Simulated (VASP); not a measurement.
Runs of VASP 6.6.1 on Cd. Symmetry: Fm-3m, No. 225, cubic system. The conventional cell has a = 4.436 Å, b = 4.436 Å, c = 4.436 Å, α = 90.00°, β = 90.00°, γ = 90.00°. Cd (site symmetry m-3m) has 12 Cd at 3.14 Å within 4.1 Å. This isn't the form of Cd at room conditions, which is hcp.

| level | spin | k mesh | cutoff (eV) | smearing | grid for exact exchange (PRECFOCK) | share of exact exchange | gap on the mesh (eV) | pressure (GPa) | moment (μB) |
| --- | --- | --- | --- | --- | --- | --- | --- | --- | --- |
| pbe exchange, lyp correlation | non-collinear, typed start | 8 × 8 × 8 | 500 | fermi-dirac 0.05 eV | - | - | none | 7.6 | 0.00 |
| RPBE+D4 | off | 10 × 10 × 10 | 500 | fermi-dirac 0.15 eV | - | - | none | -0.1 | - |
| r2SCAN+D3(BJ) | non-collinear, zero start, SOC | 10 × 10 × 10 | 550 | fermi-dirac 0.01 eV | - | - | - | -1.4 | 0.00 |
| PBE-based screened hybrid with 25 % exact exchange | off | 7 × 7 × 7 | 400 | gaussian 0.025 eV | Normal | 0.25 | none | (a) | - |

Alike in all rows: cell as given.

Question: Fill in the values left out.

Answer: (a) 0.0.

Caveats: the PAW data sets were made with another functional, which shifts forces and pressure a little; the cell stands under pressure (at least some runs); three body term missing (at least some runs).

A k mesh can miss the band edges, and rows without SOC leave out spin-orbit coupling on Cd.

A gap of «none» marks levels without a gap at the run's occupations.
